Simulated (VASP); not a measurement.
# SnSe (Fm-3m) in VASP: a series of runs

Aim: see how the results for SnSe move with the level of theory and the settings. Levels: r2SCAN0, PBE, PBEsol+D3(BJ), PBE+D3(BJ), BLYP. Tasks: single point.

All numbers are computed with VASP 6.6.1; they aren't measurements. Logs are shortened: lines on timing, memory, paths and dates and some standing lists are left out, and cuts for length are marked.

### 1 The cell of the first run

Symmetry: Fm-3m, No. 225, cubic system. The conventional cell has a = 6.020 Å, b = 6.020 Å, c = 6.020 Å, α = 90.00°, β = 90.00°, γ = 90.00°. Sn (site symmetry m-3m) has 6 Se at 3.01 Å within 4.0 Å. Se (site symmetry m-3m) has 6 Sn at 3.01 Å within 4.0 Å.

### 2 Single point, r2SCAN0

Input file POSCAR:

```
SnSe
1.0
    0.0000000000      3.0100000000      3.0100000000
    3.0100000000      0.0000000000      3.0100000000
    3.0100000000      3.0100000000      0.0000000000
Sn Se
1 1
Direct
    0.0000000000      0.0000000000      0.0000000000
    0.5000000000      0.5000000000      0.5000000000
```

Input file INCAR.step1:

```
ALGO = Normal
EDIFF = 1E-5
ENCUT = 520
GGA = PE
ISIF = 2
ISMEAR = -1
LASPH = T
LREAL = F
LWAVE = T
NBANDS = 17
NELM = 80
PREC = Accurate
SIGMA = 0.05
```

Input file INCAR.step2:

```
AEXX = 0.25
ALGO = Normal
EDIFF = 1E-7
ENCUT = 520
ISIF = 2
ISMEAR = -1
ISTART = 1
LASPH = T
LCHARG = T
LELF = T
LHFCALC = T
LMIXTAU = T
LREAL = F
LVHAR = T
LWAVE = F
METAGGA = R2SCAN
NBANDS = 17
NELM = 80
PREC = Accurate
PRECFOCK = Normal
SIGMA = 0.05
```

Input file KPOINTS:

```
k-points
0
Gamma
  4 4 4
```

Potentials or basis: VASP PAW PBE potentials, release 64 (Sn_d, Se).

On the command line:

```console
> cat potpaw_PBE.64/Sn_d/POTCAR potpaw_PBE.64/Se/POTCAR > POTCAR
> cp INCAR.step1 INCAR
> mpirun -np 1 vasp_std > vasp.out
> cp INCAR.step2 INCAR
> mpirun -np 1 vasp_std > vasp.out
```

OUTCAR:

```text
AEXX = 0.25
   EDIFF = 1E-7
   ENCUT = 520
   ISIF = 2
   ISMEAR = -1
   ISTART = 1
   LASPH = T
   LHFCALC = T
   LREAL = F
   METAGGA = R2SCAN
   NELM = 80
   PREC = Accurate
   PRECFOCK = Normal

 ion  position               nearest neighbor table
   1  0.000  0.000  0.000-   2 3.01   2 3.01   2 3.01   2 3.01   2 3.01   2 3.01
   2  0.500  0.500  0.500-   1 3.01   1 3.01   1 3.01   1 3.01   1 3.01   1 3.01

  LATTYP: Found a face centered cubic cell.
 ALAT       =     6.0200000000

  Lattice vectors:

 A1 = (   0.0000000000,   3.0100000000,   3.0100000000)
 A2 = (   3.0100000000,   0.0000000000,   3.0100000000)
 A3 = (   3.0100000000,   3.0100000000,   0.0000000000)

Analysis of symmetry for initial positions (statically):
=====================================================================
 Subroutine PRICEL returns:
 Original cell was already a primitive cell.

 Routine SETGRP: Setting up the symmetry group for a
 face centered cubic supercell.

 Subroutine GETGRP returns: Found 48 space group operations
[... 9 lines left out ...]

 Routine SETGRP: Setting up the symmetry group for a
 face centered cubic supercell.

 Subroutine GETGRP returns: Found 48 space group operations
[... 11 lines left out ...]
                                     Primitive cell

  volume of cell :      54.5418

  direct lattice vectors                    reciprocal lattice vectors
     0.000000000  3.010000000  3.010000000    -0.166112957  0.166112957  0.166112957
     3.010000000  0.000000000  3.010000000     0.166112957 -0.166112957  0.166112957
     3.010000000  3.010000000  0.000000000     0.166112957  0.166112957 -0.166112957

  length of vectors
     4.256782823  4.256782823  4.256782823     0.287716081  0.287716081  0.287716081

  position of ions in fractional coordinates (direct lattice)
     0.000000000  0.000000000  0.000000000
     0.500000000  0.500000000  0.500000000

  ion indices of the primitive-cell ions
   primitive index   ion index
                 1           1
                 2           2

----------------------------------------------------------------------------------------

 KPOINTS: k-points

Automatic generation of k-mesh.
 Grid dimensions read from file:
 generate k-points for:    4    4    4

 Generating k-lattice:

  Cartesian coordinates                     Fractional coordinates (reciprocal lattice)
    -0.041528239  0.041528239  0.041528239     0.250000000  0.000000000  0.000000000
     0.041528239 -0.041528239  0.041528239     0.000000000  0.250000000  0.000000000
     0.041528239  0.041528239 -0.041528239     0.000000000  0.000000000  0.250000000

  Length of vectors
     0.071929020  0.071929020  0.071929020

  Shift w.r.t. Gamma in fractional coordinates (k-lattice)
     0.000000000  0.000000000  0.000000000

 Subroutine IBZKPT returns following result:
 ===========================================

 Found      8 irreducible k-points:

 Following reciprocal coordinates:
            Coordinates               Weight
  0.000000  0.000000  0.000000      1.000000
  0.250000  0.000000  0.000000      8.000000
  0.500000  0.000000  0.000000      4.000000
  0.250000  0.250000  0.000000      6.000000
  0.500000  0.250000  0.000000     24.000000
 -0.250000  0.250000  0.000000     12.000000
  0.500000  0.500000  0.000000      3.000000
 -0.250000  0.500000  0.250000      6.000000
   k-points           NKPTS =      8   k-points in BZ     NKDIM =     64   number of bands    NBANDS=     17
   number of dos      NEDOS =    301   number of ions     NIONS =      2
   total plane-waves  NPLWV =  32768
   dimension x,y,z NGX =    32 NGY =   32 NGZ =   32
   dimension x,y,z NGXF=    64 NGYF=   64 NGZF=   64
   ions per type =               1   1
   NGX,Y,Z   is equivalent  to a cutoff of  12.50, 12.50, 12.50 a.u.
   NGXF,Y,Z  is equivalent  to a cutoff of  24.99, 24.99, 24.99 a.u.
 SYSTEM =  unknown system
   PREC   = accura    normal or accurate (medium, high low for compatibility)
   ISTART =      1    job   : 0-new  1-cont  2-samecut
   ICHARG =      0    charge: 1-file 2-atom 10-const
   ISPIN  =      1    spin polarized calculation?
   LNONCOLLINEAR =      F non collinear calculations
   LSORBIT =      F    spin-orbit coupling
   LASPH  =      T    aspherical Exc in radial PAW
   ENCUT  =  520.0 eV  38.22 Ry    6.18 a.u.   7.91  7.91  7.91*2*pi/ulx,y,z
   NELM   =     80;   NELMIN=  2; NELMDL=  0     # of ELM steps
   EDIFF  = 0.1E-06   stopping-criterion for ELM
   LREAL  =      F    real-space projection
   EDIFFG = 0.1E-05   stopping-criterion for IOM
   NSW    =      0    number of steps for IOM
   IBRION =     -1    ionic relax: 0-MD 1-quasi-New 2-CG
   NFREE  =      0    steps in history (QN), initial steepest desc. (CG)
   ISIF   =      2    stress and relaxation
   ISYM   =      3    0-nonsym 1-usesym 2-fastsym
   POTIM  = 0.5000    time-step for ionic-motion
   TEBEG  =    0.0;   TEEND  =   0.0 temperature during run
   PSTRESS=    0.0 pullay stress
   NELECT =      20.0000    total number of electrons
   NUPDOWN=      -1.0000    fix difference up-down
   EMIN   =  10.00;   EMAX   =-10.00  energy-range for DOS
   EFERMI =   0.00;   METHOD = LEGACY
   ISMEAR =    -1;   SIGMA  =   0.05  broadening in eV -4-tet -1-fermi 0-gaus
   EFERMI_NEDOS =   21; number of points for ismear=-14 and -15
   IALGO  =     38    algorithm
   IMIX   =      1    mixing-type and parameters
     AMIX     =   0.40;   BMIX     =  1.00
     AMIX_MAG =   1.60;   BMIX_MAG =  1.00
  volume/ion in A,a.u.               =      27.27       184.03
  Fermi-wavevector in a.u.,A,eV,Ry     =   1.171768  2.214321 18.681350  1.373040
  Thomas-Fermi vector in A             =   2.308207
   LORBIT       =      0    0 simple, 1 ext, 2 COOP (PROOUT), +10 PAW based schemes
   METAGGA = R2SCAN    functional components
   LHFCALC =     T    Hartree Fock is set to
   PRECFOCK=normal    Normal, Fast or Accurate (Low or Medium for compatibility)
   ENCUT4O =  -1.0   cutoff for four orbital integrals eV
   NKREDX  =     1    reduce k-point grid by
   NKREDY  =     1    reduce k-point grid by
   NKREDZ  =     1    reduce k-point grid by
   AEXX    =    0.2500 exact exchange contribution
   HFSCREEN=    0.0000 screening length (either q_TF or 0.3 A-1)
   HFSCREENC=   0.0000 screening length for correlation (either q_TF or 0.3 A-1)
   ENCUTFOCK=  -1.0 apply spherical cutoff to Coloumb kernel
   IVDW    =     0    specifies the selected vdW correction
   LEPSILON=     F    determine dielectric tensor
   LRPA    =     F    only Hartree local field effects (RPA)
 non-spin polarized calculation
  energy-cutoff  :      520.00
  volume of cell :       54.54
 maximum number of plane-waves:      1480
  NGX = 24; NGY = 24; NGZ = 24

 number of electron      20.0000005 magnetization

 Free energy of the ion-electron system (eV)
  ---------------------------------------------------
  ext. energy  EPLUGINS =         0.00000000
  ---------------------------------------------------
  free energy    TOTEN  =       -34.77282362 eV

  energy without entropy =      -34.77281506  energy(sigma->0) =      -34.77281934

 E-fermi :   5.8799     XC(G=0):  -7.9987

 val. band max:        5.3972958919   @ k =   0.5000   0.0000   0.0000
 cond. band min:       6.3625309332   @ k =   0.5000   0.0000   0.0000
 fundamental gap:      0.9652350414
 Fermi energy:         5.8799134359

 k-point     1 :       0.0000    0.0000    0.0000
  band No.  band energies     occupation
      1     -19.5040      2.00000
      2     -19.5040      2.00000
      3     -19.4934      2.00000
      4     -19.4934      2.00000
      5     -19.4934      2.00000
      6     -11.0031      2.00000
[... 9 lines left out ...]
     16      12.3810      0.00000
     17      14.7755      0.00000

 k-point     2 :       0.2500    0.0000    0.0000
  band No.  band energies     occupation
      1     -19.5083      2.00000
      2     -19.5083      2.00000
      3     -19.4924      2.00000
      4     -19.4877      2.00000
      5     -19.4877      2.00000
      6     -10.5411      2.00000
[... 9 lines left out ...]
     16      13.8348      0.00000
     17      18.3315      0.00000

 k-point     3 :       0.5000    0.0000    0.0000
  band No.  band energies     occupation
      1     -19.5134      2.00000
      2     -19.5134      2.00000
      3     -19.4914      2.00000
      4     -19.4814      2.00000
      5     -19.4814      2.00000
      6      -9.9315      2.00000
[... 9 lines left out ...]
     16      17.0766      0.00000
     17      17.0766      0.00000

 k-point     4 :       0.2500    0.2500    0.0000
  band No.  band energies     occupation
      1     -19.5191      2.00000
      2     -19.5002      2.00000
      3     -19.4968      2.00000
      4     -19.4846      2.00000
      5     -19.4846      2.00000
      6     -10.3873      2.00000
[... 9 lines left out ...]
     16      15.9428      0.00000
     17      15.9428      0.00000

 k-point     5 :       0.5000    0.2500    0.0000
  band No.  band energies     occupation
      1     -19.5253      2.00000
      2     -19.5043      2.00000
      3     -19.4934      2.00000
      4     -19.4817      2.00000
      5     -19.4789      2.00000
      6      -9.7819      2.00000
[... 9 lines left out ...]
     16      17.6062      0.00000
     17      18.3866      0.00000

 k-point     6 :      -0.2500    0.2500    0.0000
  band No.  band energies     occupation
      1     -19.5149      2.00000
      2     -19.5107      2.00000
      3     -19.4887      2.00000
      4     -19.4847      2.00000
      5     -19.4839      2.00000
      6      -9.9820      2.00000
[... 9 lines left out ...]
     16      16.0150      0.00000
     17      17.2385      0.00000

 k-point     7 :       0.5000    0.5000    0.0000
  band No.  band energies     occupation
      1     -19.5387      2.00000
      2     -19.5002      2.00000
      3     -19.4963      2.00000
      4     -19.4754      2.00000
      5     -19.4754      2.00000
      6      -9.6061      2.00000
[... 9 lines left out ...]
     16      18.6932      0.00000
     17      19.5932      0.00000

 k-point     8 :      -0.2500    0.5000    0.2500
  band No.  band energies     occupation
      1     -19.5282      2.00000
      2     -19.5047      2.00000
      3     -19.4880      2.00000
      4     -19.4880      2.00000
      5     -19.4754      2.00000
      6      -9.5744      2.00000
[... 9 lines left out ...]
     16      18.2190      0.00000
     17      19.7459      0.00000

------------------------ aborting loop because EDIFF is reached ----------------------------------------

  FORCE on cell =-STRESS in cart. coord.  units (eV):
  Direction    XX          YY          ZZ          XY          YZ          ZX
  --------------------------------------------------------------------------------------
  -------------------------------------------------------------------------------------
  Total       -0.8201971     -0.8201971     -0.8201971     -0.0000000      0.0000000      0.0000000
  in kB      -24.0934698    -24.0934698    -24.0934698     -0.0000000      0.0000000      0.0000000
  external PRESSURE =     -24.0934698 kB  Pullay stress =       0.0000000 kB

 VOLUME and BASIS-vectors are now :
 -----------------------------------------------------------------------------
  energy-cutoff  :      520.00
  volume of cell :       54.54
      direct lattice vectors                 reciprocal lattice vectors
     0.000000000  3.010000000  3.010000000    -0.166112957  0.166112957  0.166112957
     3.010000000  0.000000000  3.010000000     0.166112957 -0.166112957  0.166112957
     3.010000000  3.010000000  0.000000000     0.166112957  0.166112957 -0.166112957

 POSITION                                       TOTAL-FORCE (eV/Angst)
 -----------------------------------------------------------------------------------
      0.00000      0.00000      0.00000        -0.000000      0.000000     -0.000000
      3.01000      3.01000      3.01000         0.000000     -0.000000      0.000000
 -----------------------------------------------------------------------------------
    total drift:                               -0.000000     -0.000002      0.000000

  FREE ENERGIE OF THE ION-ELECTRON SYSTEM (eV)
  ---------------------------------------------------
  free  energy   TOTEN  =       -34.7728236216 eV

  energy  without entropy=      -34.7728150637  energy(sigma->0) =      -34.77281934
```

It took 9.9 min on 1 thread of AMD EPYC 7R13 (Zen 3), shared host; peak memory 0.17 GiB.

What came out:

- Free energy: -34.7728 eV
- Pressure: -2.4 GPa
- Band gap on the k mesh: 0.97 eV, direct

Levels at points of the mesh, in eV from the valence-band top:
```
           k point  band 6  band 7  band 8  band 9  band 10  band 11  band 12  band 13  band 14  band 15
(0.00, 0.00, 0.00)  -16.40   -5.95   -3.23   -3.23    -3.23     5.48     5.48     5.48     6.98     6.98
(0.50, 0.00, 0.00)  -15.33   -9.72   -2.95   -2.95     0.00     0.97     1.92     1.92     9.61    11.58
(0.50, 0.50, 0.00)  -15.00   -7.18   -6.90   -4.84    -4.84     3.89     6.65     6.65     7.35    11.83
```

Caveat: the k points lie up to 0.45 Å⁻¹ apart; the PAW data sets were made with another functional, which shifts forces and pressure a little; spin-orbit coupling is left out, which moves the levels of the heavy elements. A k mesh can miss the band edges.

### 3 Single point, PBE

Input file INCAR:

```
SYSTEM = SnSe
PREC     = Accurate       ! precision mode
ENCUT    = 520            ! plane-wave cutoff, eV
EDIFF    = 1E-6           ! SCF threshold, eV
ISMEAR   = -1             ! smearing method
SIGMA    = 0.04           ! smearing width, eV
LREAL    = .FALSE.        ! projectors in reciprocal space
LASPH    = .TRUE.         ! aspherical terms in the spheres
NELM     = 80             ! most SCF steps
ALGO     = Normal         ! electronic algorithm
ISIF     = 2              ! what is computed and relaxed
LWAVE    = .FALSE.        ! write WAVECAR
LCHARG   = .TRUE.         ! write CHGCAR
GGA      = PE             ! functional
LELF     = .TRUE.         ! ELF
LVHAR    = .TRUE.       
NBANDS   = 17             ! bands
```

Input file KPOINTS:

```
regular mesh
0
G
  3 3 3
  0 0 0
```

POSCAR is that of step 2.

Potentials or basis: VASP PAW PBE potentials, release 64 (Sn_d, Se).

On the command line:

```console
> cat potpaw_PBE.64/Sn_d/POTCAR potpaw_PBE.64/Se/POTCAR > POTCAR
> mpirun -np 1 vasp_std > vasp.out
```

OUTCAR:

```text
SYSTEM = SnSe
   PREC = Accurate
   ENCUT = 520
   EDIFF = 1E-6
   ISMEAR = -1
   LREAL = .FALSE.
   LASPH = .TRUE.
   NELM = 80
   ISIF = 2
   GGA = PE

 ion  position               nearest neighbor table
   1  0.000  0.000  0.000-   2 3.01   2 3.01   2 3.01   2 3.01   2 3.01   2 3.01
   2  0.500  0.500  0.500-   1 3.01   1 3.01   1 3.01   1 3.01   1 3.01   1 3.01

  LATTYP: Found a face centered cubic cell.
 ALAT       =     6.0200000000

  Lattice vectors:

 A1 = (   0.0000000000,   3.0100000000,   3.0100000000)
 A2 = (   3.0100000000,   0.0000000000,   3.0100000000)
 A3 = (   3.0100000000,   3.0100000000,   0.0000000000)

Analysis of symmetry for initial positions (statically):
=====================================================================
 Subroutine PRICEL returns:
 Original cell was already a primitive cell.

 Routine SETGRP: Setting up the symmetry group for a
 face centered cubic supercell.

 Subroutine GETGRP returns: Found 48 space group operations
[... 9 lines left out ...]

[... 129 lines left out ...]
  free energy    TOTEN  =        -8.43579977 eV

  energy without entropy =       -8.43579977  energy(sigma->0) =       -8.43579977

 E-fermi :   5.9245     XC(G=0):  -9.6295

 val. band max:        4.9835046885   @ k =   0.3333   0.0000   0.0000
 cond. band min:       6.9768958502   @ k =   0.3333   0.0000   0.0000
 fundamental gap:      1.9933911617
 Fermi energy:         5.9245108859

 k-point     1 :       0.0000    0.0000    0.0000
  band No.  band energies     occupation
      1     -16.0907      2.00000
      2     -16.0907      2.00000
      3     -16.0907      2.00000
      4     -16.0905      2.00000
      5     -16.0905      2.00000
      6      -8.3339      2.00000
[... 57 lines left out ...]
      4     -16.0806      2.00000
      5     -16.0774      2.00000
      6      -7.1884      2.00000
[... 9 lines left out ...]
     16      14.6504      0.00000
     17      17.0928      0.00000

------------------------ aborting loop because EDIFF is reached ----------------------------------------

  FORCE on cell =-STRESS in cart. coord.  units (eV):
  Direction    XX          YY          ZZ          XY          YZ          ZX
  --------------------------------------------------------------------------------------
  -------------------------------------------------------------------------------------
  Total       -0.2142242     -0.2142242     -0.2142242     -0.0000000     -0.0000000      0.0000000
  in kB       -6.2928812     -6.2928812     -6.2928812     -0.0000000     -0.0000000      0.0000000
  external PRESSURE =      -6.2928812 kB  Pullay stress =       0.0000000 kB

 VOLUME and BASIS-vectors are now :
 -----------------------------------------------------------------------------
  energy-cutoff  :      520.00
  volume of cell :       54.54
      direct lattice vectors                 reciprocal lattice vectors
     0.000000000  3.010000000  3.010000000    -0.166112957  0.166112957  0.166112957
     3.010000000  0.000000000  3.010000000     0.166112957 -0.166112957  0.166112957
     3.010000000  3.010000000  0.000000000     0.166112957  0.166112957 -0.166112957

 POSITION                                       TOTAL-FORCE (eV/Angst)
 -----------------------------------------------------------------------------------
      0.00000      0.00000      0.00000         0.000000      0.000000      0.000000
      3.01000      3.01000      3.01000         0.000000      0.000000     -0.000000
 -----------------------------------------------------------------------------------
    total drift:                                0.000000     -0.000000     -0.000000

  FREE ENERGIE OF THE ION-ELECTRON SYSTEM (eV)
  ---------------------------------------------------
  free  energy   TOTEN  =        -8.4357997715 eV

  energy  without entropy=       -8.4357997715  energy(sigma->0) =       -8.43579977
```

stdout:

```text
POSCAR found type information on POSCAR SnSe
 POSCAR found :  2 types and       2 ions
 scaLAPACK will be used
 LDA part: xc-table for (Slater+PW92), standard interpolation
 POSCAR, INCAR and KPOINTS ok, starting setup
 FFT: planning ... GRIDC
 FFT: planning ... GRID_SOFT
 FFT: planning ... GRID
 WAVECAR not read
 entering main loop
```

It took 8.1 s on 1 thread of Intel Xeon Platinum 8259CL at 2.50GHz (Skylake/Cascade Lake), shared host; peak memory 0.17 GiB.

Results:

```yaml
Free_energy: -8.4358 eV
Pressure: -0.6 GPa
```

Caveat: the k points lie up to 0.60 Å⁻¹ apart; this odd mesh misses L, where the gap lies, so gap, dielectric constants and Born charges aren't listed; spin-orbit coupling is left out, which moves the levels of the heavy elements.

(Part 1 of 2 ends here.)
